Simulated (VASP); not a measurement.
A run of VASP 6.6.1 is set up as follows.

The input INCAR:

```
ALGO     = Normal         # electronic algorithm
EDIFF    = 1E-6           # SCF threshold, eV
ENCUT    = 520            # plane-wave cutoff, eV
GGA      = PS             # functional
ISIF     = 2              # what is computed and relaxed
ISMEAR   = 0              # smearing method
LASPH    = True           # aspherical terms in the spheres
LCHARG   = True           # write CHGCAR
LELF     = True           # ELF
LREAL    = False          # projectors in reciprocal space
LVHAR    = True         
LWAVE    = False          # write WAVECAR
NBANDS   = 12             # bands
NELM     = 100            # most SCF steps
PREC     = Accurate       # precision mode
SIGMA    = 0.15           # smearing width, eV
```

The input KPOINTS:

```
k-points
0
Gamma
  20 20 20
```

File POSCAR:

```
Ti
1.0
    0.0000000000      1.9691000000      2.0300000000
    1.9691000000      0.0000000000      2.0300000000
    1.9691000000      1.9691000000      0.0000000000
Ti
1
Direct
    0.0000000000      0.0000000000      0.0000000000
```

Potentials or basis: VASP PAW PBE potentials, release 64 (Ti_sv).

Command:

```console
$ cat potpaw_PBE.64/Ti_sv/POTCAR > POTCAR
$ mpirun -np 1 vasp_std > vasp.out
```

(1) What does it give for the band gap on the k mesh?

(2) Estimate the pressure.

Answers

(1) zero (band 6 reaches 10.02 eV, above the bottom of band 7 at 8.67 eV).

(2) 7.0 GPa.

Caveat: the cell differs from its parent crystal (strain -0.030 along x and y, +0.000 along z); the PAW data sets were made with another functional, which shifts forces and pressure a little.
